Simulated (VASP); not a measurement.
# CuSi16 (a cell with a defect) in VASP: relaxation of the atoms with PBEsol

Aim: the relaxation of the atoms of CuSi16 (a cell with a defect) with PBEsol.

Everything below comes from runs of VASP 6.6.1. Logs are shortened: lines on timing, memory, paths and dates and some standing lists are left out, and cuts for length are marked.

## 1. The cell of the first run

The cell holds a defect, 17 atoms: a = 7.679 Å, b = 7.679 Å, c = 7.679 Å, α = 60.00°, β = 60.00°, γ = 60.00°.

## 2. Relaxation of the atoms, PBEsol

The input, INCAR:

```
PREC = Accurate ; ENCUT = 520
EDIFF = 1E-7 ; ISMEAR = 0
SIGMA = 0.05 ; LREAL = Auto
LASPH = T ; NELM = 80
ALGO = Normal ; ISIF = 2
LWAVE = F ; LCHARG = F
GGA = PS ; IBRION = 2
NSW = 80 ; EDIFFG = -0.03
NELECT = 74.0
```

The input, KPOINTS:

```
Automatic mesh
0
Gamma
  2 2 2
```

The input, POSCAR:

```
CuSi16
1.0
    0.0000000000      5.4300000000      5.4300000000
    5.4300000000      0.0000000000      5.4300000000
    5.4300000000      5.4300000000      0.0000000000
Si Cu
16 1
Direct
    0.0000000000      0.0000000000      0.0000000000
    0.1250000000      0.1250000000      0.1250000000
    0.0000000000      0.0000000000      0.5000000000
    0.1250000000      0.1250000000      0.6250000000
    0.0000000000      0.5000000000      0.0000000000
    0.1250000000      0.6250000000      0.1250000000
    0.0000000000      0.5000000000      0.5000000000
    0.1250000000      0.6250000000      0.6250000000
    0.5000000000      0.0000000000      0.0000000000
    0.6250000000      0.1250000000      0.1250000000
    0.5000000000      0.0000000000      0.5000000000
    0.6250000000      0.1250000000      0.6250000000
    0.5000000000      0.5000000000      0.0000000000
    0.6250000000      0.6250000000      0.1250000000
    0.5000000000      0.5000000000      0.5000000000
    0.6250000000      0.6250000000      0.6250000000
    0.5698566100      0.3112389000      0.3109604300
```

Potentials or basis: VASP PAW PBE potentials, release 64 (Si, Cu).

Started as:

```bash
$ cat potpaw_PBE.64/Si/POTCAR potpaw_PBE.64/Cu/POTCAR > POTCAR
$ mpirun -np 1 vasp_std > vasp.out
```

OUTCAR:

```text
PREC = Accurate
   ENCUT = 520
   EDIFF = 1E-7
   ISMEAR = 0
   LREAL = Auto
   LASPH = T
   NELM = 80
   ISIF = 2
   GGA = PS
   IBRION = 2
   NSW = 80
   EDIFFG = -0.03
   NELECT = 74.0

 ion  position               nearest neighbor table
   1  0.000  0.000  0.000-   2 2.35   4 2.35   6 2.35  10 2.35
   2  0.125  0.125  0.125-   1 2.35   3 2.35   5 2.35   9 2.35
   3  0.000  0.000  0.500-   2 2.35   4 2.35   8 2.35  12 2.35
   4  0.125  0.125  0.625-   1 2.35   3 2.35   7 2.35  11 2.35
   5  0.000  0.500  0.000-   2 2.35   6 2.35   8 2.35  14 2.35
   6  0.125  0.625  0.125-   1 2.35   5 2.35   7 2.35  13 2.35
   7  0.000  0.500  0.500-   4 2.35   6 2.35   8 2.35  16 2.35
   8  0.125  0.625  0.625-   3 2.35   5 2.35   7 2.35  15 2.35
   9  0.500  0.000  0.000-   2 2.35  10 2.35  12 2.35  14 2.35
  10  0.625  0.125  0.125-  17 2.26   9 2.35  11 2.35  13 2.35   1 2.35
  11  0.500  0.000  0.500-  17 2.27  10 2.35  12 2.35  16 2.35   4 2.35
  12  0.625  0.125  0.625-  17 2.24   9 2.35  11 2.35  15 2.35   3 2.35
  13  0.500  0.500  0.000-  17 2.27  10 2.35  14 2.35  16 2.35   6 2.35
  14  0.625  0.625  0.125-  17 2.24   9 2.35  13 2.35  15 2.35   5 2.35
  15  0.500  0.500  0.500-  17 2.25  12 2.35  14 2.35  16 2.35   8 2.35
  16  0.625  0.625  0.625-   7 2.35  11 2.35  13 2.35  15 2.35
  17  0.570  0.311  0.311-  14 2.24  12 2.24  15 2.25  10 2.26  13 2.27  11 2.27

  LATTYP: Found a face centered cubic cell.
 ALAT       =    10.8600000000

  Lattice vectors:

 A1 = (   0.0000000000,   5.4300000000,   5.4300000000)
 A2 = (   5.4300000000,   0.0000000000,   5.4300000000)
 A3 = (   5.4300000000,   5.4300000000,   0.0000000000)

Analysis of symmetry for initial positions (statically):
=====================================================================
 Subroutine PRICEL returns:
 Original cell was already a primitive cell.

 Routine SETGRP: Setting up the symmetry group for a
 face centered cubic supercell.

 Subroutine GETGRP returns: Found  1 space group operations
 (whereof  1 operations were pure point group operations)
 out of a pool of 48 trial point group operations.

The static configuration has the point symmetry C_1 .

Analysis of symmetry for dynamics (positions and initial velocities):
=====================================================================
 Subroutine PRICEL returns:
 Original cell was already a primitive cell.

 Routine SETGRP: Setting up the symmetry group for a
 face centered cubic supercell.

 Subroutine GETGRP returns: Found  1 space group operations
 (whereof  1 operations were pure point group operations)
 out of a pool of 48 trial point group operations.

The dynamic configuration has the point symmetry C_1 .

[... 117 lines left out ...]
   ISIF   =      2    stress and relaxation
   ISYM   =      2    0-nonsym 1-usesym 2-fastsym
   POTIM  = 0.5000    time-step for ionic-motion
   TEBEG  =    0.0;   TEEND  =   0.0 temperature during run
   PSTRESS=    0.0 pullay stress
   NELECT =      74.0000    total number of electrons
   NUPDOWN=      -1.0000    fix difference up-down
   EMIN   =  10.00;   EMAX   =-10.00  energy-range for DOS
   EFERMI =   0.00;   METHOD = LEGACY
   ISMEAR =     0;   SIGMA  =   0.05  broadening in eV -4-tet -1-fermi 0-gaus
   EFERMI_NEDOS =   21; number of points for ismear=-14 and -15
   IALGO  =     38    algorithm
   IMIX   =      4    mixing-type and parameters
     AMIX     =   0.40;   BMIX     =  1.00
     AMIX_MAG =   1.60;   BMIX_MAG =  1.00
  volume/ion in A,a.u.               =      18.84       127.11
  Fermi-wavevector in a.u.,A,eV,Ry     =   1.004636  1.898488 13.732283  1.009294
  Thomas-Fermi vector in A             =   2.137265
   LORBIT       =      0    0 simple, 1 ext, 2 COOP (PROOUT), +10 PAW based schemes
   GGA     = PS    functional components
   LHFCALC =     F    Hartree Fock is set to
   AEXX    =    0.0000 exact exchange contribution
   IVDW    =     0    specifies the selected vdW correction
   LEPSILON=     F    determine dielectric tensor
   LRPA    =     F    only Hartree local field effects (RPA)
 conjugate gradient relaxation of ions
 non-spin polarized calculation
 Gauss-broadening in eV      SIGMA  =   0.05
  energy-cutoff  :      520.00
  volume of cell :      320.21
 maximum number of plane-waves:      8646
 NGX is ok and might be reduce to    60
   NGX = 29   NGY = 29   NGZ = 29

--------------------------------------- Ionic step        1  -------------------------------------------

 number of electron      74.0000004 magnetization

 Free energy of the ion-electron system (eV)
  ---------------------------------------------------
  ext. energy  EPLUGINS =         0.00000000
  ---------------------------------------------------
  free energy    TOTEN  =       -99.50340982 eV

  energy without entropy =      -99.49485590  energy(sigma->0) =      -99.49913286

------------------------ aborting loop because EDIFF is reached ----------------------------------------

  FORCE on cell =-STRESS in cart. coord.  units (eV):
  Direction    XX          YY          ZZ          XY          YZ          ZX
  --------------------------------------------------------------------------------------
  -------------------------------------------------------------------------------------
  Total       -1.7424209     -1.7494575     -1.7481458      1.9976621     -2.0175597      1.9996924
  in kB       -8.7183475     -8.7535558     -8.7469926      9.9954681    -10.0950271     10.0056268
  external PRESSURE =      -8.7396320 kB  Pullay stress =       0.0000000 kB
[... 134 lines left out ...]
  FREE ENERGIE OF THE ION-ELECTRON SYSTEM (eV)
  ---------------------------------------------------
  free  energy   TOTEN  =       -99.8942388938 eV

  energy  without entropy=      -99.8922822194  energy(sigma->0) =      -99.89326056

[... ionic steps 4 to 11 ...]

--------------------------------------- Ionic step       12  -------------------------------------------

 number of electron      74.0000002 magnetization

------------------------ aborting loop because EDIFF is reached ----------------------------------------
[... 97 lines left out ...]
--------------------------------------- Ionic step       14  -------------------------------------------

 number of electron      74.0000002 magnetization

 Free energy of the ion-electron system (eV)
  ---------------------------------------------------
  ext. energy  EPLUGINS =         0.00000000
  ---------------------------------------------------
  free energy    TOTEN  =      -100.06057575 eV

  energy without entropy =     -100.05656459  energy(sigma->0) =     -100.05857017

 E-fermi :   6.3414     XC(G=0):  -9.7626

 val. band max:        6.3008807410   @ k =   0.0000   0.0000   0.0000
 cond. band min:       6.3951464646   @ k =   0.0000   0.0000   0.0000
 fundamental gap:      0.0942657236
 Fermi energy:         6.3414235473

 k-point     1 :       0.0000    0.0000    0.0000
  band No.  band energies     occupation
      1      -5.9814      2.00000
      2      -3.6184      2.00000
      3      -3.5699      2.00000
      4      -3.5697      2.00000
      5      -3.5160      2.00000
      6      -2.0175      2.00000
[... 425 lines left out ...]
  FREE ENERGIE OF THE ION-ELECTRON SYSTEM (eV)
  ---------------------------------------------------
  free  energy   TOTEN  =      -100.0605757488 eV

  energy  without entropy=     -100.0565645901  energy(sigma->0) =     -100.05857017

 reached required accuracy - stopping structural energy minimisation
```

CONTCAR:

```text
CuSi16
   1.00000000000000
     0.0000000000000000    5.4299999999999997    5.4299999999999997
     5.4299999999999997    0.0000000000000000    5.4299999999999997
     5.4299999999999997    5.4299999999999997    0.0000000000000000
  Si              Cu
    16     1
Direct
     0.9924152327868665    0.9983982285610594    0.9983920823037025
     0.0872775532254238    0.1376522295364134    0.1376267698698535
     0.9922688811797099    0.9984330097106666    0.5109567355137647
     0.1333389402253726    0.1152051877727432    0.6257465818177376
     0.9922570228288258    0.5109778643114685    0.9984237278457870
     0.1333499210622205    0.6257504776790349    0.1151908487894298
[... 9 lines left out ...]
     0.6629413443465921    0.6124028287972064    0.6123920513011178
     0.5717274171511957    0.3092563711800644    0.3092985747357508

  0.00000000E+00  0.00000000E+00  0.00000000E+00
  0.00000000E+00  0.00000000E+00  0.00000000E+00
  0.00000000E+00  0.00000000E+00  0.00000000E+00
  0.00000000E+00  0.00000000E+00  0.00000000E+00
  0.00000000E+00  0.00000000E+00  0.00000000E+00
  0.00000000E+00  0.00000000E+00  0.00000000E+00
[... 9 lines left out ...]
  0.00000000E+00  0.00000000E+00  0.00000000E+00
  0.00000000E+00  0.00000000E+00  0.00000000E+00
```

Run time: 25 min. Hardware: 1 thread of Intel Xeon Platinum 8488C (Sapphire Rapids), shared host; peak memory 0.55 GiB.

What came out:

```yaml
Free_energy: -100.0606 eV
Energy_gained_by_relaxing: 32.8 meV/atom
Ionic_steps: 14
Largest_force_after_relaxing: 0.028 eV/Å
```

Forces in eV/Å, atoms in the order of the input:
```
Si   0.011 -0.001 -0.001
Si  -0.002 -0.003 -0.003
Si   0.001 -0.008  0.002
Si   0.002  0.000 -0.002
Si   0.000  0.002 -0.008
Si   0.002 -0.003  0.000
Si  -0.019  0.015  0.015
Si   0.007 -0.003 -0.003
Si   0.009 -0.001 -0.001
Si  -0.005  0.003  0.002
Si  -0.001 -0.009 -0.017
Si  -0.014  0.005  0.002
Si  -0.001 -0.016 -0.010
Si  -0.014  0.002  0.005
Si   0.016 -0.008 -0.009
Si  -0.006  0.013  0.013
Cu   0.013  0.012  0.015
```

Step by step:
| step | energy change (eV) | largest force (eV/Å) | pressure (GPa) |
| --- | --- | --- | --- |
| 1 | 0.0000 | 1.6942 | -0.87 |
| 2 | -0.3907 | 0.5550 | -1.74 |
| 3 | -0.3908 | 0.5538 | -1.74 |
| 4 | -0.4294 | 0.3548 | -1.77 |
| 5 | -0.4391 | 0.3624 | -1.79 |
| 6 | -0.4593 | 0.1799 | -1.85 |
| 7 | -0.4692 | 0.3218 | -1.91 |
| 8 | -0.4846 | 0.2931 | -1.95 |
| 9 | -0.5204 | 0.1976 | -2.10 |
| 10 | -0.5413 | 0.3002 | -2.44 |
| 11 | -0.5428 | 0.2263 | -2.36 |
| 12 | -0.5566 | 0.0607 | -2.53 |
| 13 | -0.5566 | 0.0643 | -2.54 |
| 14 | -0.5572 | 0.0283 | -2.54 |

Final structure:
```
Si Cu
1.0
     0.00000    5.43000    5.43000
     5.43000    0.00000    5.43000
     5.43000    5.43000    0.00000
Si Cu
16 1
Cartesian
  10.8426 10.8101 10.8101
  1.4948 1.2212 1.2214
  8.1960 8.1625 10.8095
  4.0234 4.1218 1.3496
  8.1961 10.8094 8.1626
  4.0233 1.3496 4.1219
  5.3051 2.8412 2.8413
  6.7960 4.1226 4.1227
  0.1475 2.5688 2.5689
  1.2804 4.0141 4.0144
  8.0901 5.4880 8.0777
  4.1332 6.8650 4.0147
  8.0901 8.0777 5.4882
  4.1332 4.0145 6.8650
  5.4975 5.4872 5.4875
  6.6506 6.9251 6.9251
  3.3588 4.7840 4.7837
```

Caveat: the k points lie up to 0.50 Å⁻¹ apart; the cell carries a net charge on a neutralising background, which shifts energy and pressure; the cell is charged against a uniform background, so pressure and absolute levels hang on convention; the PAW data sets were made with another functional, which shifts forces and pressure a little.
